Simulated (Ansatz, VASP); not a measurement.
BAs: VASP beside Ansatz

```
B As
1.0
     0.00000    2.48404    2.57958
     2.48404    0.00000    2.57958
     2.48404    2.48404    0.00000
B As
1 1
Cartesian
  0.0000 0.0000 0.0000
  3.7261 3.7261 3.8694
```

Change from the starting cell: strain +0.040 along x and y, +0.080 along z, atoms carried along.

Alike in both runs: task single point; functional r2SCAN; k mesh 10 × 10 × 10; occupations gaussian, width 0.05 eV; no spin polarisation.

```csv
,VASP,Ansatz
version,VASP 6.6.1,Ansatz 0.2.0
potentials or method,"VASP PAW PBE potentials, release 64 (B, As), cutoff 520 eV","scalar-relativistic, plane waves, PAW"
valence electrons in the cell,8,18
```

|  | VASP | Ansatz | Ansatz less VASP |
| --- | --- | --- | --- |
| gap on the k mesh at the Fermi level (eV) | 1.25 | 1.24 | -0.004 |
| least direct gap on the mesh (eV) | 3.03 | 3.01 | -0.018 |
| pressure (GPa) | -15.5 | -15.5 | -0.01 |
| traceless stress, the component that is largest in VASP (GPa) | -4.98 | -4.98 | 0.000 |

VASP's potentials were made for PBE, not for r2SCAN. VASP's potentials hold 8 valence electrons a cell and Ansatz's 18, so a difference there can come from the potentials and not from the codes.
